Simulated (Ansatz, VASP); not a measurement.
ZnAu: VASP beside Ansatz

```
CELL_PARAMETERS angstrom
3.14700 0.00000 0.00000
0.00000 3.14700 0.00000
0.00000 0.00000 3.14700
ATOMIC_POSITIONS crystal
Zn 0.50000 0.50000 0.50000
Au 0.04213 0.95787 0.00000
```

Change from the starting cell: all Au atoms moved +0.188 Å, as atom 2 along Cartesian [1 -1 0].

Alike in both runs: task single point; functional PBE; k mesh 16 × 16 × 16; occupations gaussian, width 0.15 eV; no spin polarisation.

```csv
,VASP,Ansatz
version,VASP 6.6.1,Ansatz 0.2.0
potentials or method,"VASP PAW PBE potentials, release 64 (Zn, Au), cutoff 520 eV","scalar-relativistic, plane waves, PAW"
valence electrons in the cell,23,31
```

|  | VASP | Ansatz | Ansatz less VASP |
| --- | --- | --- | --- |
| gap on the k mesh at the Fermi level (eV) | none | none | - |
| pressure (GPa) | 6.8 | 6.7 | -0.15 |
| traceless stress, the component that is largest in VASP (GPa) | -1.79 | -1.76 | +0.023 |
| rms of the force components (eV/Å) | 0.455 | 0.448 | -0.0070 |

Atom by atom the forces differ by 0.007 eV/Å (rms over components). A gap of «none» marks a metal or a gap that the smearing closes. With one functional, cell and mesh, what is left measures potentials, basis and numerics. VASP's potentials hold 23 valence electrons a cell and Ansatz's 31, so a difference there can come from the potentials and not from the codes.

Neither program's run includes spin-orbit coupling.
